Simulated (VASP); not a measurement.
Input of a VASP 6.6.1 run:

The input INCAR:

```
  PREC = Accurate
  ENCUT = 520
  EDIFF = 1E-6
  ISMEAR = -1
  SIGMA = 0.05
  LREAL = False
  LASPH = True
  NELM = 150
  ALGO = Normal
  ISIF = 2
  LWAVE = False
  LCHARG = False
  ISPIN = 2
  MAGMOM = 2 1
  LORBIT = 11
  LMAXMIX = 4
  GGA = PE
  NBANDS = 22
```

Contents of KPOINTS:

```
regular mesh
0
Gamma
  9 9 9
```

POSCAR

```
TiCo
1.0
    2.9251528449      0.0000000000      0.0000000000
    0.0000000000      2.9251528449      0.0000000000
    0.0000000000      0.0000000000      2.9251528449
Co Ti
1 1
Direct
    0.5000000000      0.5000000000      0.5000000000
    0.0000000000      0.0000000000      0.0000000000
```

Potentials or basis: VASP PAW PBE potentials, release 64 (Co, Ti_sv).

Launch:

```bash
$ cat potpaw_PBE.64/Co/POTCAR potpaw_PBE.64/Ti_sv/POTCAR > POTCAR
$ mpirun -np 1 vasp_std > vasp.out
```

(1) Estimate the net moment.

(2) Predict the pressure.

(3) Estimate the site moments.

Answers

(1) 0.66 μB per cell.

(2) 10.0 GPa.

(3) Co +0.71; Ti -0.01 μB.
